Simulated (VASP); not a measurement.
# YN (Fm-3m) in VASP: notebook

The runs below take YN through single point, with PBE, r2SCAN.

Program: VASP 6.6.1. These are calculated values, not measurements. Logs are shortened: lines on timing, memory, paths and dates and some standing lists are left out, and cuts for length are marked.

## (1) The cell of the first run

Symmetry: Fm-3m, No. 225, cubic system. Conventional cell: a = 4.896 Å, b = 4.896 Å, c = 4.896 Å, α = 90.00°, β = 90.00°, γ = 90.00°. Y (site symmetry m-3m) has 6 N at 2.45 Å within 3.2 Å. Within 3.2 Å of N (site symmetry m-3m) lie 6 Y at 2.45 Å.

## (2) Single point, PBE

INCAR reads:

```
SYSTEM = YN
PREC     = Accurate       ! precision mode
ENCUT    = 600            ! plane-wave cutoff, eV
EDIFF    = 1E-6           ! SCF threshold, eV
ISMEAR   = 0              ! smearing method
SIGMA    = 0.01           ! smearing width, eV
LREAL    = .False.        ! projectors in reciprocal space
LASPH    = .True.         ! aspherical terms in the spheres
NELM     = 120            ! most SCF steps
ALGO     = Normal         ! electronic algorithm
ISIF     = 2              ! what is computed and relaxed
LWAVE    = .False.        ! write WAVECAR
LCHARG   = .False.        ! write CHGCAR
GGA      = PE             ! functional
NBANDS   = 15             ! bands
GGA_COMPAT= .False.
```

KPOINTS reads:

```
Automatic mesh
0
Gamma
  8 8 8
  0 0 0
```

POSCAR reads:

```
YN
1.0
    0.0000000000      2.4480479768      2.4480479768
    2.4480479768      0.0000000000      2.4480479768
    2.4480479768      2.4480479768      0.0000000000
Y N
1 1
Direct
    0.0000000000      0.0000000000      0.0000000000
    0.5000000000      0.5000000000      0.5000000000
```

Potentials or basis: VASP PAW PBE potentials, release 64 (Y_sv, N).

Launch:

```
cat potpaw_PBE.64/Y_sv/POTCAR potpaw_PBE.64/N/POTCAR > POTCAR
mpirun -np 1 vasp_std > vasp.out
```

OUTCAR:

```text
SYSTEM = YN
   PREC = Accurate
   ENCUT = 600
   EDIFF = 1E-6
   ISMEAR = 0
   LREAL = .False.
   LASPH = .True.
   NELM = 120
   ISIF = 2
   GGA = PE

 ion  position               nearest neighbor table
   1  0.000  0.000  0.000-   2 2.45   2 2.45   2 2.45   2 2.45   2 2.45   2 2.45
   2  0.500  0.500  0.500-   1 2.45   1 2.45   1 2.45   1 2.45   1 2.45   1 2.45

  LATTYP: Found a face centered cubic cell.
 ALAT       =     4.8960959536

  Lattice vectors:

 A1 = (   0.0000000000,   2.4480479768,   2.4480479768)
 A2 = (   2.4480479768,   0.0000000000,   2.4480479768)
 A3 = (   2.4480479768,   2.4480479768,   0.0000000000)

Analysis of symmetry for initial positions (statically):
=====================================================================
 Subroutine PRICEL returns:
 Original cell was already a primitive cell.

 Routine SETGRP: Setting up the symmetry group for a
 face centered cubic supercell.

 Subroutine GETGRP returns: Found 48 space group operations
 (whereof 48 operations were pure point group operations)
 out of a pool of 48 trial point group operations.

The static configuration has the point symmetry O_h .

Analysis of symmetry for dynamics (positions and initial velocities):
=====================================================================
 Subroutine PRICEL returns:
 Original cell was already a primitive cell.

 Routine SETGRP: Setting up the symmetry group for a
 face centered cubic supercell.

 Subroutine GETGRP returns: Found 48 space group operations
 (whereof 48 operations were pure point group operations)
 out of a pool of 48 trial point group operations.

The dynamic configuration has the point symmetry O_h .

 Subroutine INISYM returns: Found 48 space group operations
 (whereof 48 operations are pure point group operations),
 and found     1 'primitive' translations

----------------------------------------------------------------------------------------

                                     Primitive cell

  volume of cell :      29.3420

  direct lattice vectors                    reciprocal lattice vectors
     0.000000000  2.448047977  2.448047977    -0.204244363  0.204244363  0.204244363
     2.448047977  0.000000000  2.448047977     0.204244363 -0.204244363  0.204244363
     2.448047977  2.448047977  0.000000000     0.204244363  0.204244363 -0.204244363

  length of vectors
     3.462062650  3.462062650  3.462062650     0.353761614  0.353761614  0.353761614

  position of ions in fractional coordinates (direct lattice)
     0.000000000  0.000000000  0.000000000
     0.500000000  0.500000000  0.500000000

  ion indices of the primitive-cell ions
   primitive index   ion index
                 1           1
                 2           2

----------------------------------------------------------------------------------------

 KPOINTS: Automatic mesh

Automatic generation of k-mesh.
 Grid dimensions read from file:
 generate k-points for:    8    8    8

 Generating k-lattice:

  Cartesian coordinates                     Fractional coordinates (reciprocal lattice)
    -0.025530545  0.025530545  0.025530545     0.125000000  0.000000000  0.000000000
     0.025530545 -0.025530545  0.025530545     0.000000000  0.125000000  0.000000000
     0.025530545  0.025530545 -0.025530545     0.000000000  0.000000000  0.125000000

  Length of vectors
     0.044220202  0.044220202  0.044220202

  Shift w.r.t. Gamma in fractional coordinates (k-lattice)
     0.000000000  0.000000000  0.000000000

 Subroutine IBZKPT returns following result:
 ===========================================

 Found     29 irreducible k-points:

 Following reciprocal coordinates:
            Coordinates               Weight
  0.000000  0.000000  0.000000      1.000000
  0.125000  0.000000  0.000000      8.000000
  0.250000  0.000000  0.000000      8.000000
  0.375000  0.000000  0.000000      8.000000
  0.500000  0.000000  0.000000      4.000000
  0.125000  0.125000  0.000000      6.000000
[... 16 lines left out ...]
  0.500000  0.250000  0.125000     48.000000
 -0.375000  0.250000  0.125000     24.000000
 [... further k-points ...]
   k-points           NKPTS =     29   k-points in BZ     NKDIM =     29   number of bands    NBANDS=     15
   number of dos      NEDOS =    301   number of ions     NIONS =      2
   total plane-waves  NPLWV =  21952
   dimension x,y,z NGX =    28 NGY =   28 NGZ =   28
   dimension x,y,z NGXF=    56 NGYF=   56 NGZF=   56
   ions per type =               1   1
   NGX,Y,Z   is equivalent  to a cutoff of  13.45, 13.45, 13.45 a.u.
   NGXF,Y,Z  is equivalent  to a cutoff of  26.89, 26.89, 26.89 a.u.
 SYSTEM =  YN
   PREC   = accura    normal or accurate (medium, high low for compatibility)
   ISTART =      0    job   : 0-new  1-cont  2-samecut
   ICHARG =      2    charge: 1-file 2-atom 10-const
   ISPIN  =      1    spin polarized calculation?
   LNONCOLLINEAR =      F non collinear calculations
   LSORBIT =      F    spin-orbit coupling
   LASPH  =      T    aspherical Exc in radial PAW
   ENCUT  =  600.0 eV  44.10 Ry    6.64 a.u.   6.91  6.91  6.91*2*pi/ulx,y,z
   NELM   =    120;   NELMIN=  2; NELMDL= -5     # of ELM steps
   EDIFF  = 0.1E-05   stopping-criterion for ELM
   LREAL  =      F    real-space projection
   EDIFFG = 0.1E-04   stopping-criterion for IOM
   NSW    =      0    number of steps for IOM
   IBRION =     -1    ionic relax: 0-MD 1-quasi-New 2-CG
   NFREE  =      0    steps in history (QN), initial steepest desc. (CG)
   ISIF   =      2    stress and relaxation
   ISYM   =      2    0-nonsym 1-usesym 2-fastsym
   POTIM  = 0.5000    time-step for ionic-motion
   TEBEG  =    0.0;   TEEND  =   0.0 temperature during run
   PSTRESS=    0.0 pullay stress
   NELECT =      16.0000    total number of electrons
   NUPDOWN=      -1.0000    fix difference up-down
   EMIN   =  10.00;   EMAX   =-10.00  energy-range for DOS
   EFERMI =   0.00;   METHOD = LEGACY
   ISMEAR =     0;   SIGMA  =   0.01  broadening in eV -4-tet -1-fermi 0-gaus
   EFERMI_NEDOS =   21; number of points for ismear=-14 and -15
   IALGO  =     38    algorithm
   IMIX   =      4    mixing-type and parameters
     AMIX     =   0.40;   BMIX     =  1.00
     AMIX_MAG =   1.60;   BMIX_MAG =  1.00
  volume/ion in A,a.u.               =      14.67        99.00
  Fermi-wavevector in a.u.,A,eV,Ry     =   1.337473  2.527457 24.338551  1.788833
  Thomas-Fermi vector in A             =   2.466019
   LORBIT       =      0    0 simple, 1 ext, 2 COOP (PROOUT), +10 PAW based schemes
   GGA     = PE    functional components
   LHFCALC =     F    Hartree Fock is set to
   AEXX    =    0.0000 exact exchange contribution
   IVDW    =     0    specifies the selected vdW correction
   LEPSILON=     F    determine dielectric tensor
   LRPA    =     F    only Hartree local field effects (RPA)
 non-spin polarized calculation
 Gauss-broadening in eV      SIGMA  =   0.01
  energy-cutoff  :      600.00
  volume of cell :       29.34
 maximum number of plane-waves:       992
   NGX = 13   NGY = 13   NGZ = 13

 number of electron      16.0000002 magnetization

 Free energy of the ion-electron system (eV)
  ---------------------------------------------------
  ext. energy  EPLUGINS =         0.00000000
  ---------------------------------------------------
  free energy    TOTEN  =       -18.22836157 eV

  energy without entropy =      -18.22836157  energy(sigma->0) =      -18.22836157

 E-fermi :   4.2097     XC(G=0): -11.2249

 val. band max:        4.1303058026   @ k =   0.0000   0.0000   0.0000
 cond. band min:       4.3230736971   @ k =   0.5000   0.5000   0.0000
 fundamental gap:      0.1927678945
 Fermi energy:         4.2096991730

 k-point     1 :       0.0000    0.0000    0.0000
  band No.  band energies     occupation
      1     -36.7245      2.00000
      2     -16.3712      2.00000
      3     -16.3712      2.00000
      4     -16.3712      2.00000
      5      -8.7734      2.00000
      6       4.1303      2.00000
      7       4.1303      2.00000
      8       4.1303      2.00000
      9       7.2607      0.00000
     10       7.2607      0.00000
     11       7.2607      0.00000
     12       8.2412      0.00000
     13       9.2288      0.00000
     14       9.2288      0.00000
     15      14.9475      0.00000

 k-point     2 :       0.1250    0.0000    0.0000
  band No.  band energies     occupation
      1     -36.7076      2.00000
      2     -16.5556      2.00000
      3     -16.3835      2.00000
      4     -16.3835      2.00000
      5      -8.5108      2.00000
      6       3.2237      2.00000
      7       3.6341      2.00000
      8       3.6341      2.00000
      9       7.3705      0.00000
     10       7.6335      0.00000
     11       7.6335      0.00000
     12       9.0998      0.00000
     13       9.9861      0.00000
     14       9.9861      0.00000
     15      15.9224      0.00000

 k-point     3 :       0.2500    0.0000    0.0000
  band No.  band energies     occupation
      1     -36.6664      2.00000
      2     -16.9639      2.00000
      3     -16.4129      2.00000
      4     -16.4129      2.00000
      5      -7.8960      2.00000
      6       1.7041      2.00000
      7       2.7687      2.00000
      8       2.7687      2.00000
      9       7.7831      0.00000
     10       8.5911      0.00000
     11       8.5911      0.00000
     12      10.6347      0.00000
     13      11.6403      0.00000
     14      11.6403      0.00000
     15      17.7920      0.00000
[... 343 lines left out ...]
 k-point    23 :       0.5000    0.2500    0.1250
  band No.  band energies     occupation
      1     -36.6026      2.00000
      2     -17.2086      2.00000
      3     -16.6874      2.00000
      4     -16.5134      2.00000
      5      -7.5467      2.00000
      6       1.0465      2.00000
      7       2.2398      2.00000
      8       2.6457      2.00000
      9       7.4657      0.00000
     10      10.0700      0.00000
     11      10.4786      0.00000
     12      11.2975      0.00000
     13      13.1547      0.00000
     14      14.5602      0.00000
     15      17.1556      0.00000

 k-point    24 :      -0.3750    0.2500    0.1250
  band No.  band energies     occupation
      1     -36.5888      2.00000
      2     -17.2857      2.00000
      3     -16.7104      2.00000
      4     -16.5443      2.00000
      5      -7.4530      2.00000
      6       0.9394      2.00000
      7       2.2768      2.00000
      8       2.2788      2.00000
      9       8.6207      0.00000
     10       8.9400      0.00000
     11      10.9734      0.00000
     12      12.1618      0.00000
     13      13.6838      0.00000
     14      14.9784      0.00000
     15      16.6605      0.00000

 [... further k-points ...]
[... 5 lines left out ...]
  --------------------------------------------------------------------------------------
  -------------------------------------------------------------------------------------
  Total        0.1412794      0.1412794      0.1412794      0.0000000      0.0000000     -0.0000000
  in kB        7.7143563      7.7143563      7.7143563      0.0000000      0.0000000     -0.0000000
  external PRESSURE =       7.7143563 kB  Pullay stress =       0.0000000 kB

 VOLUME and BASIS-vectors are now :
 -----------------------------------------------------------------------------
  energy-cutoff  :      600.00
  volume of cell :       29.34
      direct lattice vectors                 reciprocal lattice vectors
     0.000000000  2.448047977  2.448047977    -0.204244363  0.204244363  0.204244363
     2.448047977  0.000000000  2.448047977     0.204244363 -0.204244363  0.204244363
     2.448047977  2.448047977  0.000000000     0.204244363  0.204244363 -0.204244363

 POSITION                                       TOTAL-FORCE (eV/Angst)
 -----------------------------------------------------------------------------------
      0.00000      0.00000      0.00000         0.000000     -0.000000     -0.000000
      2.44805      2.44805      2.44805        -0.000000      0.000000      0.000000
 -----------------------------------------------------------------------------------
    total drift:                                0.000000      0.000000      0.000000

  FREE ENERGIE OF THE ION-ELECTRON SYSTEM (eV)
  ---------------------------------------------------
  free  energy   TOTEN  =       -18.2283615718 eV

  energy  without entropy=      -18.2283615718  energy(sigma->0) =      -18.22836157
```

Run time: 31 s. Hardware: 1 thread of Intel Xeon 8259CL, shared host; peak memory 0.18 GiB.

What came out:

| Quantity | Value |
| --- | --- |
| Free energy | -18.2284 eV |
| Pressure | 0.8 GPa |
| Band gap on the k mesh | 0.19 eV, indirect (least direct gap 0.59 eV) |

## (3) Single point, r2SCAN

POSCAR is that of step 2.

INCAR.step1 reads:

```
SYSTEM = YN
PREC = Accurate
ENCUT = 660
ISMEAR = 0
SIGMA = 0.01
LREAL = .FALSE.
LASPH = .TRUE.
NELM = 120
NBANDS = 15
GGA = PE
ALGO = Normal
EDIFF = 1E-5
LWAVE = .TRUE.
LCHARG = .FALSE.
GGA_COMPAT = .FALSE.
```

INCAR.step2 reads:

```
SYSTEM = YN
PREC = Accurate
ENCUT = 660
EDIFF = 1E-6
ISMEAR = 0
SIGMA = 0.01
LREAL = .FALSE.
LASPH = .TRUE.
NELM = 120
ALGO = Normal
ISIF = 2
LWAVE = .FALSE.
LCHARG = .FALSE.
METAGGA = R2SCAN
LMIXTAU = .TRUE.
NBANDS = 15
ISTART = 1
GGA_COMPAT = .FALSE.
```

KPOINTS reads:

```
regular mesh
0
G
  8 8 8
  0 0 0
```

Potentials or basis: VASP PAW PBE potentials, release 64 (Y_sv, N).

Launch:

```
cat potpaw_PBE.64/Y_sv/POTCAR potpaw_PBE.64/N/POTCAR > POTCAR
cp INCAR.step1 INCAR
mpirun -np 1 vasp_std > vasp.out
cp INCAR.step2 INCAR
mpirun -np 1 vasp_std > vasp.out
```

Run time: 3.7 min. Hardware: 1 thread of Intel Xeon 8259CL, shared host; peak memory 0.2 GiB.

Results (log left out):

```
Free energy            : -33.4414 eV
Pressure               : 0.2 GPa
Band gap on the k mesh : 0.59 eV, indirect (least direct gap 1.00 eV)
```

Levels at points of the mesh, in eV from the valence-band top:
| k point | band 6 | band 7 | band 8 | band 9 | band 10 | band 11 |
| --- | --- | --- | --- | --- | --- | --- |
| (0.00, 0.00, 0.00) | 0.00 | 0.00 | 0.00 | 3.57 | 3.57 | 3.57 |
| (0.50, 0.00, 0.00) | -4.04 | -2.28 | -2.28 | 6.23 | 6.87 | 6.87 |
| (0.50, 0.50, 0.00) | -1.54 | -0.41 | -0.41 | 0.60 | 7.31 | 7.75 |

Caveat: the PAW data sets were made with another functional, which shifts forces and pressure a little. r2SCAN opens gaps a little over a GGA but as a rule still falls short of measured ones.
